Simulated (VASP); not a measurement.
# AlH4 (P6/mmm) in VASP: a series of runs, part 2 of 3

VASP 6.6.1. Earlier steps stand in the parts before.

## (3) Single point, PBE

This run uses another cell than the first one, of 8.78 Å³/atom, 1.544 times its volume.

INCAR reads:

```
ALGO     = Normal         # electronic algorithm
EDIFF    = 1E-6           # SCF threshold, eV
ENCUT    = 520            # plane-wave cutoff, eV
GGA      = PE             # functional
ISIF     = 2              # what is computed and relaxed
ISMEAR   = 0              # smearing method
LASPH    = T              # aspherical terms in the spheres
LCHARG   = F              # write CHGCAR
LREAL    = F              # projectors in reciprocal space
LWAVE    = F              # write WAVECAR
NBANDS   = 12             # bands
NELM     = 60             # most SCF steps
PREC     = Accurate       # precision mode
SIGMA    = 0.1            # smearing width, eV
```

KPOINTS reads:

```
k-points
0
Gamma
  6 6 6
```

POSCAR reads:

```
AlH4
1.0
    3.3217576533      0.0000000030      0.0000000000
   -1.6608788293      2.8767265115      0.0000000000
    0.0000000000      0.0000000000      4.5928624234
Al H
1 4
Direct
    0.0000000000      0.0000000000      0.0000000000
    0.3333333333      0.6666666667      0.0000000000
    0.6666666667      0.3333333333      0.0000000000
    0.0000000000      0.0000000000      0.3828289075
    0.0000000000      0.0000000000      0.6171710925
```

Potentials or basis: VASP PAW PBE potentials, release 64 (Al, H).

Run with:

```sh
cat potpaw_PBE.64/Al/POTCAR potpaw_PBE.64/H/POTCAR > POTCAR
mpirun -np 1 vasp_std > vasp.out
```

OUTCAR:

```text
EDIFF = 1E-6
   ENCUT = 520
   GGA = PE
   ISIF = 2
   ISMEAR = 0
   LASPH = T
   LREAL = F
   NELM = 60
   PREC = Accurate

 ion  position               nearest neighbor table
   1  0.000  0.000  0.000-   4 1.76   5 1.76   2 1.92   3 1.92   3 1.92   2 1.92   3 1.92   2 1.92

   2  0.333  0.667  0.000-   1 1.92   1 1.92   1 1.92
   3  0.667  0.333  0.000-   1 1.92   1 1.92   1 1.92
   4  0.000  0.000  0.383-   1 1.76
   5  0.000  0.000  0.617-   1 1.76

  LATTYP: Found a hexagonal cell.
 ALAT       =     3.3217576533
 C/A-ratio  =     1.3826602970

  Lattice vectors:

 A1 = (   3.3217576533,   0.0000000030,   0.0000000000)
 A2 = (  -1.6608788293,   2.8767265115,   0.0000000000)
 A3 = (   0.0000000000,   0.0000000000,   4.5928624234)

Analysis of symmetry for initial positions (statically):
=====================================================================
 Subroutine PRICEL returns:
 Original cell was already a primitive cell.

 Routine SETGRP: Setting up the symmetry group for a
 hexagonal supercell.

 Subroutine GETGRP returns: Found 24 space group operations
 (whereof 24 operations were pure point group operations)
 out of a pool of 24 trial point group operations.

The static configuration has the point symmetry D_6h.

Analysis of symmetry for dynamics (positions and initial velocities):
=====================================================================
 Subroutine PRICEL returns:
 Original cell was already a primitive cell.

 Routine SETGRP: Setting up the symmetry group for a
 hexagonal supercell.

 Subroutine GETGRP returns: Found 24 space group operations
 (whereof 24 operations were pure point group operations)
 out of a pool of 24 trial point group operations.

The dynamic configuration has the point symmetry D_6h.

 Subroutine INISYM returns: Found 24 space group operations
 (whereof 24 operations are pure point group operations),
 and found     1 'primitive' translations

----------------------------------------------------------------------------------------

                                     Primitive cell

  volume of cell :      43.8884

  direct lattice vectors                    reciprocal lattice vectors
     3.321757653  0.000000003  0.000000000     0.301045442  0.173808667  0.000000000
    -1.660878829  2.876726511  0.000000000    -0.000000000  0.347617334  0.000000000
     0.000000000  0.000000000  4.592862423     0.000000000  0.000000000  0.217729143

  length of vectors
     3.321757653  3.321757653  4.592862423     0.347617334  0.347617334  0.217729143

  position of ions in fractional coordinates (direct lattice)
     0.000000000  0.000000000  0.000000000
     0.333333333  0.666666667  0.000000000
     0.666666667  0.333333333  0.000000000
     0.000000000  0.000000000  0.382828907
     0.000000000  0.000000000  0.617171093

  ion indices of the primitive-cell ions
   primitive index   ion index
                 1           1
                 2           2
                 3           3
                 4           4
                 5           5

[... 52 lines left out ...]
 [... further k-points ...]
   k-points           NKPTS =     28   k-points in BZ     NKDIM =     28   number of bands    NBANDS=     12
   number of dos      NEDOS =    301   number of ions     NIONS =      5
   total plane-waves  NPLWV =  28224
   dimension x,y,z NGX =    28 NGY =   28 NGZ =   36
   dimension x,y,z NGXF=    56 NGYF=   56 NGZF=   72
   ions per type =               1   4
   NGX,Y,Z   is equivalent  to a cutoff of  14.01, 14.01, 13.03 a.u.
   NGXF,Y,Z  is equivalent  to a cutoff of  28.03, 28.03, 26.06 a.u.
 SYSTEM =  unknown system
   PREC   = accura    normal or accurate (medium, high low for compatibility)
   ISTART =      0    job   : 0-new  1-cont  2-samecut
   ICHARG =      2    charge: 1-file 2-atom 10-const
   ISPIN  =      1    spin polarized calculation?
   LNONCOLLINEAR =      F non collinear calculations
   LSORBIT =      F    spin-orbit coupling
   LASPH  =      T    aspherical Exc in radial PAW
   ENCUT  =  520.0 eV  38.22 Ry    6.18 a.u.   6.18  6.18  8.54*2*pi/ulx,y,z
   NELM   =     60;   NELMIN=  2; NELMDL= -5     # of ELM steps
   EDIFF  = 0.1E-05   stopping-criterion for ELM
   LREAL  =      F    real-space projection
   EDIFFG = 0.1E-04   stopping-criterion for IOM
   NSW    =      0    number of steps for IOM
   IBRION =     -1    ionic relax: 0-MD 1-quasi-New 2-CG
   NFREE  =      0    steps in history (QN), initial steepest desc. (CG)
   ISIF   =      2    stress and relaxation
   ISYM   =      2    0-nonsym 1-usesym 2-fastsym
   POTIM  = 0.5000    time-step for ionic-motion
   TEBEG  =    0.0;   TEEND  =   0.0 temperature during run
   PSTRESS=    0.0 pullay stress
   NELECT =       7.0000    total number of electrons
   NUPDOWN=      -1.0000    fix difference up-down
   EMIN   =  10.00;   EMAX   =-10.00  energy-range for DOS
   EFERMI =   0.00;   METHOD = LEGACY
   ISMEAR =     0;   SIGMA  =   0.10  broadening in eV -4-tet -1-fermi 0-gaus
   EFERMI_NEDOS =   21; number of points for ismear=-14 and -15
   IALGO  =     38    algorithm
   IMIX   =      4    mixing-type and parameters
     AMIX     =   0.40;   BMIX     =  1.00
     AMIX_MAG =   1.60;   BMIX_MAG =  1.00
  volume/ion in A,a.u.               =       8.78        59.23
  Fermi-wavevector in a.u.,A,eV,Ry     =   0.887819  1.677734 10.724407  0.788222
  Thomas-Fermi vector in A             =   2.009167
   LORBIT       =      0    0 simple, 1 ext, 2 COOP (PROOUT), +10 PAW based schemes
   GGA     = PE    functional components
   LHFCALC =     F    Hartree Fock is set to
   AEXX    =    0.0000 exact exchange contribution
   IVDW    =     0    specifies the selected vdW correction
   LEPSILON=     F    determine dielectric tensor
   LRPA    =     F    only Hartree local field effects (RPA)
 non-spin polarized calculation
 Gauss-broadening in eV      SIGMA  =   0.10
  energy-cutoff  :      520.00
  volume of cell :       43.89
 maximum number of plane-waves:      1205
 NGX is ok and might be reduce to    28
   NGX = 13   NGY = 13   NGZ = 17

 number of electron       7.0000000 magnetization

 Free energy of the ion-electron system (eV)
  ---------------------------------------------------
  ext. energy  EPLUGINS =         0.00000000
  ---------------------------------------------------
  free energy    TOTEN  =       -15.19457120 eV

  energy without entropy =      -15.19009758  energy(sigma->0) =      -15.19233439

 E-fermi :   1.5837     XC(G=0):  -8.1383

 val. band max:        1.4666030958   @ k =   0.3333   0.0000   0.1667
 cond. band min:       1.5986535998   @ k =   0.3333   0.1667   0.0000
 fundamental gap:      0.1320505040
 Fermi energy:         1.5837209417

 k-point     1 :       0.0000    0.0000    0.0000
  band No.  band energies     occupation
      1      -9.1383      2.00000
      2      -3.4904      2.00000
      3      -0.2673      2.00000
      4       3.8955      0.00000
      5       9.1268      0.00000
      6       9.1268      0.00000
      7      10.4896      0.00000
      8      10.4896      0.00000
      9      10.6052      0.00000
     10      12.7101      0.00000
     11      13.0967      0.00000
     12      16.5543      0.00000
[... 331 lines left out ...]
 k-point    24 :       0.3333    0.0000    0.5000
  band No.  band energies     occupation
      1      -6.7680      2.00000
      2      -4.6771      2.00000
      3      -1.2909      2.00000
      4       2.3237      0.00000
      5       5.3649      0.00000
      6       6.4576      0.00000
      7       9.3605      0.00000
      8       9.9229      0.00000
      9      12.0272      0.00000
     10      13.2206      0.00000
     11      15.8314      0.00000
     12      17.0533      0.00000

 [... further k-points ...]

------------------------ aborting loop because EDIFF is reached ----------------------------------------

  FORCE on cell =-STRESS in cart. coord.  units (eV):
  Direction    XX          YY          ZZ          XY          YZ          ZX
  --------------------------------------------------------------------------------------
  -------------------------------------------------------------------------------------
  Total       -0.1038716     -0.1038716     -0.0079693      0.0000000      0.0000000     -0.0000000
  in kB       -3.7919033     -3.7919033     -0.2909258      0.0000000      0.0000000     -0.0000000
  external PRESSURE =      -2.6249108 kB  Pullay stress =       0.0000000 kB

 VOLUME and BASIS-vectors are now :
 -----------------------------------------------------------------------------
  energy-cutoff  :      520.00
  volume of cell :       43.89
      direct lattice vectors                 reciprocal lattice vectors
     3.321757653  0.000000003  0.000000000     0.301045442  0.173808667  0.000000000
    -1.660878829  2.876726511  0.000000000    -0.000000000  0.347617334  0.000000000
     0.000000000  0.000000000  4.592862423     0.000000000  0.000000000  0.217729143

 POSITION                                       TOTAL-FORCE (eV/Angst)
 -----------------------------------------------------------------------------------
      0.00000      0.00000      0.00000         0.000000      0.000000      0.000000
     -0.00000      1.91782      0.00000        -0.000000      0.000000      0.000000
      1.66088      0.95891      0.00000         0.000000     -0.000000     -0.000000
      0.00000      0.00000      1.75828         0.000000      0.000000      0.002252
      0.00000      0.00000      2.83458         0.000000     -0.000000     -0.002252
 -----------------------------------------------------------------------------------
    total drift:                                0.000000     -0.000000     -0.000000

  FREE ENERGIE OF THE ION-ELECTRON SYSTEM (eV)
  ---------------------------------------------------
  free  energy   TOTEN  =       -15.1945711986 eV

  energy  without entropy=      -15.1900975835  energy(sigma->0) =      -15.19233439
```

It took 18 s on 1 thread of Intel Xeon Platinum 8375C at 2.90GHz (Ice Lake), shared host; peak memory 0.16 GiB.

What came out:

```
Free energy : -15.1946 eV
Pressure    : -0.3 GPa
```

Forces in eV/Å, atoms in the order of the input:
```
Al   0.000  0.000  0.000
H    0.000  0.000  0.000
H    0.000  0.000  0.000
H    0.000  0.000  0.002
H    0.000  0.000 -0.002
```

Stress tensor (GPa, compression positive):
```
-0.38  0.00  0.00
 0.00 -0.38  0.00
 0.00  0.00 -0.03
```

Caveat: the k points lie up to 0.36 Å⁻¹ apart.

(Continued in part 3 of 3.)
